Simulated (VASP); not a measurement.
KI, 2 atoms in the cell. It takes space group I4mm (No. 107, tetragonal). Conventional cell: a = 4.888 Å, b = 4.888 Å, c = 6.822 Å, α = 90.00°, β = 90.00°, γ = 90.00°. Within 4.0 Å of K (site symmetry 4mm) lie 6 I at 3.02 to 3.80 Å. I (site symmetry 4mm) has 6 K at 3.02 to 3.80 Å within 4.0 Å.  This cell differs from its parent crystal: atoms displaced along a vibrational mode, the cell strained.

* Program: VASP 6.6.1
* Task: single point
* Functional: LDA
* Potentials or basis: VASP PAW LDA potentials, release 64 (K_sv, I)
* Cutoff: 520 eV
* k mesh: 6 × 6 × 6
* Occupations: gaussian, width 0.05 eV
* Spin: no spin polarisation
* Dipole correction: no
* Further INCAR settings: ALGO = Normal; EDIFF = 1e-07; NBANDS = 15

Potentials or basis: VASP PAW LDA potentials, release 64 (K_sv, I).

The run is started by

```bash
$ cat potpaw_LDA.64/K_sv/POTCAR potpaw_LDA.64/I/POTCAR > POTCAR
$ mpirun -np 1 vasp_std > vasp.out
```

Hardware: 1 thread of AMD EPYC 7R13, with other jobs on the host.

Task: How long does it take, and how much memory?

Result: Wall time 70 s on 1 thread of AMD EPYC 7R13 (shared host), peak memory 0.16 GiB. Counts: scf iterations 14, k points 30.
